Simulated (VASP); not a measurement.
# HgC4F6 (P-1) in VASP: single point with PBE

Aim: the single point of HgC4F6 with PBE.

Program: VASP 6.6.1. These are calculated values, not measurements. Logs are shortened: lines on timing, memory, paths and dates and some standing lists are left out, and cuts for length are marked.

### 1 The cell of the first run

The typed cell holds 11 atoms: a = 5.378 Å, b = 6.226 Å, c = 6.958 Å, α = 102.38°, β = 109.37°, γ = 108.43°.

### 2 Single point, PBE

The input, INCAR:

```
SYSTEM = HgC4F6
ALGO     = Normal         ! electronic algorithm
EDIFF    = 1E-6           ! SCF threshold, eV
ENCUT    = 520            ! plane-wave cutoff, eV
GGA      = PE             ! functional
ISIF     = 2              ! what is computed and relaxed
ISMEAR   = 0              ! smearing method
LASPH    = .TRUE.         ! aspherical terms in the spheres
LCHARG   = .FALSE.        ! write CHGCAR
LREAL    = .FALSE.        ! projectors in reciprocal space
LWAVE    = .FALSE.        ! write WAVECAR
NBANDS   = 46             ! bands
NELM     = 80             ! most SCF steps
PREC     = Accurate       ! precision mode
SIGMA    = 0.1            ! smearing width, eV
```

The input, KPOINTS:

```
k-points
0
G
  4 4 4
  0 0 0
```

The input, POSCAR:

```
HgC4F6
1.0
    5.3776933886     -0.0598174400     -0.0300476638
   -1.9015081538      5.9275715083      0.0976595846
   -2.3009417039     -2.4054945856      6.1102021127
Hg C F
1 4 6
Direct
    0.0000000000      0.0000000000      0.0000000000
    0.2041062012      0.1329042141      0.8182727469
    0.7958937988      0.8670957859      0.1817272531
    0.1847358027      0.3113251347      0.7446171742
    0.8152641973      0.6886748653      0.2553828258
    0.3739267663      0.0294324433      0.7653841000
    0.6260732337      0.9705675567      0.2346159000
    0.3157214879      0.3950396922      0.6273290175
    0.6842785121      0.6049603078      0.3726709825
    0.0258681195      0.4276800879      0.7802333097
    0.9741318805      0.5723199121      0.2197666903
```

Potentials or basis: VASP PAW PBE potentials, release 64 (Hg, C, F).

The run is started by

```bash
$ cat potpaw_PBE.64/Hg/POTCAR potpaw_PBE.64/C/POTCAR potpaw_PBE.64/F/POTCAR > POTCAR
$ mpirun -np 1 vasp_std > vasp.out
```

OUTCAR:

```text
SYSTEM = HgC4F6
   EDIFF = 1E-6
   ENCUT = 520
   GGA = PE
   ISIF = 2
   ISMEAR = 0
   LASPH = .TRUE.
   LREAL = .FALSE.
   NELM = 80
   PREC = Accurate

 ion  position               nearest neighbor table
   1  0.000  0.000  0.000-   2 2.07   3 2.07
   2  0.204  0.133  0.818-   4 1.34   6 1.37   1 2.07
   3  0.796  0.867  0.182-   5 1.34   7 1.37   1 2.07
   4  0.185  0.311  0.745-   8 1.33  10 1.33   2 1.34
   5  0.815  0.689  0.255-   9 1.33  11 1.33   3 1.34
   6  0.374  0.029  0.765-   2 1.37
   7  0.626  0.971  0.235-   3 1.37
   8  0.316  0.395  0.627-   4 1.33
   9  0.684  0.605  0.373-   5 1.33
  10  0.026  0.428  0.780-   4 1.33
  11  0.974  0.572  0.220-   5 1.33

  LATTYP: Found a triclinic cell.
 ALAT       =     7.2465469318
 B/A-ratio  =     1.5795283629
 C/A-ratio  =     2.0061800645
 COS(alpha) =     0.0024536893
 COS(beta)  =     0.4629763785
 COS(gamma) =     0.8726569758

  Lattice vectors:

 A1 = (  -3.0767516847,   2.4653120256,  -6.0801544489)
 A2 = (  -4.9782598385,   8.3928835339,  -5.9824948643)
 A3 = (   3.0272063268,  -6.9843364054, -12.3856757308)

Analysis of symmetry for initial positions (statically):
=====================================================================
 Subroutine PRICEL returns:
 Original cell was already a primitive cell.

 Routine SETGRP: Setting up the symmetry group for a
 triclinic supercell.

 Subroutine GETGRP returns: Found  2 space group operations
 (whereof  2 operations were pure point group operations)
 out of a pool of  2 trial point group operations.

The static configuration has the point symmetry S_2 .

Analysis of symmetry for dynamics (positions and initial velocities):
=====================================================================
 Subroutine PRICEL returns:
 Original cell was already a primitive cell.

 Routine SETGRP: Setting up the symmetry group for a
 triclinic supercell.

 Subroutine GETGRP returns: Found  2 space group operations
 (whereof  2 operations were pure point group operations)
 out of a pool of  2 trial point group operations.

The dynamic configuration has the point symmetry S_2 .

 Subroutine INISYM returns: Found  2 space group operations
 (whereof  2 operations are pure point group operations),
 and found     1 'primitive' translations

----------------------------------------------------------------------------------------

                                     Primitive cell

  volume of cell :     194.8074

  direct lattice vectors                    reciprocal lattice vectors
     5.377693389 -0.059817440 -0.030047664     0.187126295  0.058487986  0.093492689
    -1.901508154  5.927571508  0.097659585     0.002247226  0.168318361  0.067110651
    -2.300941704 -2.405494586  6.110202113     0.000884299 -0.002402617  0.163047837

  length of vectors
     5.378110000  6.225863365  6.958110863     0.217204921  0.181217991  0.163067936

  position of ions in fractional coordinates (direct lattice)
     0.000000000  0.000000000  0.000000000
     0.204106201  0.132904214  0.818272747
     0.795893799  0.867095786  0.181727253
     0.184735803  0.311325135  0.744617174
     0.815264197  0.688674865  0.255382826
     0.373926766  0.029432443  0.765384100
     0.626073234  0.970567557  0.234615900
     0.315721488  0.395039692  0.627329018
     0.684278512  0.604960308  0.372670982
     0.025868119  0.427680088  0.780233310
     0.974131881  0.572319912  0.219766690

  ion indices of the primitive-cell ions
   primitive index   ion index
                 1           1
                 2           2
                 3           3
                 4           4
                 5           5
                 6           6
                 7           7
                 8           8
                 9           9
                10          10
                11          11

----------------------------------------------------------------------------------------

 KPOINTS: k-points

Automatic generation of k-mesh.
 Grid dimensions read from file:
 generate k-points for:    4    4    4

 Generating k-lattice:

  Cartesian coordinates                     Fractional coordinates (reciprocal lattice)
     0.046781574  0.014621996  0.023373172     0.250000000  0.000000000  0.000000000
     0.000561806  0.042079590  0.016777663     0.000000000  0.250000000  0.000000000
     0.000221075 -0.000600654  0.040761959     0.000000000 -0.000000000  0.250000000

  Length of vectors
     0.054301230  0.045304498  0.040766984

  Shift w.r.t. Gamma in fractional coordinates (k-lattice)
     0.000000000  0.000000000  0.000000000

 Subroutine IBZKPT returns following result:
 ===========================================

 Found     36 irreducible k-points:

 Following reciprocal coordinates:
            Coordinates               Weight
  0.000000  0.000000  0.000000      1.000000
  0.250000 -0.000000  0.000000      2.000000
  0.500000 -0.000000  0.000000      1.000000
 -0.000000  0.250000 -0.000000      2.000000
  0.250000  0.250000 -0.000000      2.000000
  0.500000  0.250000 -0.000000      2.000000
[... 16 lines left out ...]
  0.000000 -0.250000  0.250000      2.000000
  0.250000 -0.250000  0.250000      2.000000
 [... further k-points ...]
   k-points           NKPTS =     36   k-points in BZ     NKDIM =     36   number of bands    NBANDS=     46
   number of dos      NEDOS =    301   number of ions     NIONS =     11
   total plane-waves  NPLWV = 103680
   dimension x,y,z NGX =    40 NGY =   48 NGZ =   54
   dimension x,y,z NGXF=    80 NGYF=   96 NGZF=  108
   ions per type =               1   4   6
   NGX,Y,Z   is equivalent  to a cutoff of  12.36, 12.82, 12.90 a.u.
   NGXF,Y,Z  is equivalent  to a cutoff of  24.73, 25.63, 25.80 a.u.
 SYSTEM =  HgC4F6
   PREC   = accura    normal or accurate (medium, high low for compatibility)
   ISTART =      0    job   : 0-new  1-cont  2-samecut
   ICHARG =      2    charge: 1-file 2-atom 10-const
   ISPIN  =      1    spin polarized calculation?
   LNONCOLLINEAR =      F non collinear calculations
   LSORBIT =      F    spin-orbit coupling
   LASPH  =      T    aspherical Exc in radial PAW
   ENCUT  =  520.0 eV  38.22 Ry    6.18 a.u.  10.00 11.58 12.94*2*pi/ulx,y,z
   NELM   =     80;   NELMIN=  2; NELMDL= -5     # of ELM steps
   EDIFF  = 0.1E-05   stopping-criterion for ELM
   LREAL  =      F    real-space projection
[... 7 lines left out ...]
   TEBEG  =    0.0;   TEEND  =   0.0 temperature during run
   PSTRESS=    0.0 pullay stress
   NELECT =      70.0000    total number of electrons
   NUPDOWN=      -1.0000    fix difference up-down
   EMIN   =  10.00;   EMAX   =-10.00  energy-range for DOS
   EFERMI =   0.00;   METHOD = LEGACY
   ISMEAR =     0;   SIGMA  =   0.10  broadening in eV -4-tet -1-fermi 0-gaus
   EFERMI_NEDOS =   21; number of points for ismear=-14 and -15
   IALGO  =     38    algorithm
   IMIX   =      4    mixing-type and parameters
     AMIX     =   0.40;   BMIX     =  1.00
     AMIX_MAG =   1.60;   BMIX_MAG =  1.00
  volume/ion in A,a.u.               =      17.71       119.51
  Fermi-wavevector in a.u.,A,eV,Ry     =   1.163873  2.199402 18.430468  1.354601
  Thomas-Fermi vector in A             =   2.300418
   LORBIT       =      0    0 simple, 1 ext, 2 COOP (PROOUT), +10 PAW based schemes
   GGA     = PE    functional components
   LHFCALC =     F    Hartree Fock is set to
   AEXX    =    0.0000 exact exchange contribution
   IVDW    =     0    specifies the selected vdW correction
   LEPSILON=     F    determine dielectric tensor
   LRPA    =     F    only Hartree local field effects (RPA)
 non-spin polarized calculation
 Gauss-broadening in eV      SIGMA  =   0.10
  energy-cutoff  :      520.00
  volume of cell :      194.81
 maximum number of plane-waves:      5267
   NGX = 19   NGY = 23   NGZ = 25

 number of electron      70.0000018 magnetization

 Free energy of the ion-electron system (eV)
  ---------------------------------------------------
  ext. energy  EPLUGINS =         0.00000000
  ---------------------------------------------------
  free energy    TOTEN  =       -56.62087482 eV

  energy without entropy =      -56.62087482  energy(sigma->0) =      -56.62087482

 E-fermi :  -0.8482     XC(G=0):  -7.4738

 val. band max:       -1.3793187347   @ k =   0.5000  -0.0000   0.5000
 cond. band min:       2.1901985326   @ k =   0.5000   0.5000  -0.0000
 fundamental gap:      3.5695172673
 Fermi energy:        -0.8481893633

 k-point     1 :       0.0000    0.0000    0.0000
  band No.  band energies     occupation
      1     -28.2502      2.00000
      2     -28.2199      2.00000
      3     -26.7587      2.00000
      4     -26.7473      2.00000
      5     -26.4153      2.00000
      6     -26.3911      2.00000
[... 38 lines left out ...]
     45       7.7121      0.00000
     46       8.3244      0.00000

 k-point     2 :       0.2500   -0.0000    0.0000
  band No.  band energies     occupation
      1     -28.2440      2.00000
      2     -28.2214      2.00000
      3     -26.7618      2.00000
      4     -26.7531      2.00000
      5     -26.4141      2.00000
      6     -26.3905      2.00000
[... 38 lines left out ...]
     45       7.5906      0.00000
     46       7.9899      0.00000

 k-point     3 :       0.5000   -0.0000    0.0000
  band No.  band energies     occupation
      1     -28.2353      2.00000
      2     -28.2250      2.00000
      3     -26.7637      2.00000
      4     -26.7594      2.00000
      5     -26.4127      2.00000
      6     -26.3897      2.00000
[... 38 lines left out ...]
     45       7.8248      0.00000
     46       7.8450      0.00000

 k-point     4 :      -0.0000    0.2500   -0.0000
  band No.  band energies     occupation
      1     -28.2480      2.00000
      2     -28.2215      2.00000
      3     -26.7576      2.00000
      4     -26.7494      2.00000
      5     -26.4147      2.00000
      6     -26.3922      2.00000
[... 920 lines left out ...]
     45       7.5044      0.00000
     46       8.0599      0.00000

 k-point    23 :       0.0000   -0.2500    0.2500
  band No.  band energies     occupation
      1     -28.2454      2.00000
      2     -28.2241      2.00000
      3     -26.7586      2.00000
      4     -26.7481      2.00000
      5     -26.4157      2.00000
      6     -26.3912      2.00000
[... 38 lines left out ...]
     45       7.8202      0.00000
     46       8.4873      0.00000

 k-point    24 :       0.2500   -0.2500    0.2500
  band No.  band energies     occupation
      1     -28.2403      2.00000
      2     -28.2242      2.00000
      3     -26.7667      2.00000
      4     -26.7489      2.00000
      5     -26.4140      2.00000
      6     -26.3909      2.00000
[... 38 lines left out ...]
     45       7.6868      0.00000
     46       8.1880      0.00000

 [... further k-points ...]

------------------------ aborting loop because EDIFF is reached ----------------------------------------

  FORCE on cell =-STRESS in cart. coord.  units (eV):
  Direction    XX          YY          ZZ          XY          YZ          ZX
  --------------------------------------------------------------------------------------
  -------------------------------------------------------------------------------------
  Total        2.1098749      0.8342918      0.5357657     -0.1433553     -0.3348431     -0.9997700
  in kB       17.3524949      6.8615649      4.4063613     -1.1790143     -2.7538896     -8.2225270
  external PRESSURE =       9.5401404 kB  Pullay stress =       0.0000000 kB

 VOLUME and BASIS-vectors are now :
 -----------------------------------------------------------------------------
  energy-cutoff  :      520.00
  volume of cell :      194.81
      direct lattice vectors                 reciprocal lattice vectors
     5.377693389 -0.059817440 -0.030047664     0.187126295  0.058487986  0.093492689
    -1.901508154  5.927571508  0.097659585     0.002247226  0.168318361  0.067110651
    -2.300941704 -2.405494586  6.110202113     0.000884299 -0.002402617  0.163047837

 POSITION                                       TOTAL-FORCE (eV/Angst)
 -----------------------------------------------------------------------------------
      0.00000      0.00000      0.00000        -0.000000      0.000000      0.000000
     -1.03790     -1.19276      5.00666        -0.218686      0.194992      0.011361
      2.21314      4.65502      1.17116         0.218686     -0.194992     -0.011361
     -1.31186      0.04318      4.57461         0.099970     -0.433626      0.119574
      2.48710      3.41908      1.60320        -0.099970      0.433626     -0.119574
      0.19379     -1.68903      4.66829         0.332797     -0.128073     -0.084201
      0.98145      5.15129      1.50952        -0.332797      0.128073      0.084201
     -0.49677      0.81370      3.86220         0.269673      0.256401     -0.225877
      1.67201      2.64856      2.31561        -0.269673     -0.256401      0.225877
     -2.46940      0.65671      4.80837        -0.381793      0.207417      0.089545
      3.64464      2.80555      1.36944         0.381793     -0.207417     -0.089545
 -----------------------------------------------------------------------------------
    total drift:                                0.000000     -0.000000     -0.000000

  FREE ENERGIE OF THE ION-ELECTRON SYSTEM (eV)
  ---------------------------------------------------
  free  energy   TOTEN  =       -56.6208748199 eV

  energy  without entropy=      -56.6208748199  energy(sigma->0) =      -56.62087482
```

Run time: 7.9 min. Hardware: 1 thread of Intel Xeon 8259CL, shared host; peak memory 0.47 GiB.

What came out:

| Item | Value |
| --- | --- |
| Free energy | -56.6209 eV |
| Pressure | 1.0 GPa |
| Largest force | 0.461 eV/Å |
| Band gap on the k mesh | 3.57 eV (least direct gap 3.82 eV) |

Forces in eV/Å, atoms in the order of the input:
```
Hg   0.000  0.000  0.000
C   -0.219  0.195  0.011
C    0.219 -0.195 -0.011
C    0.100 -0.434  0.120
C   -0.100  0.434 -0.120
F    0.333 -0.128 -0.084
F   -0.333  0.128  0.084
F    0.270  0.256 -0.226
F   -0.270 -0.256  0.226
F   -0.382  0.207  0.090
F    0.382 -0.207 -0.090
```

Caveat: spin-orbit coupling is left out, which moves the levels of the heavy elements. A k mesh can miss the band edges.
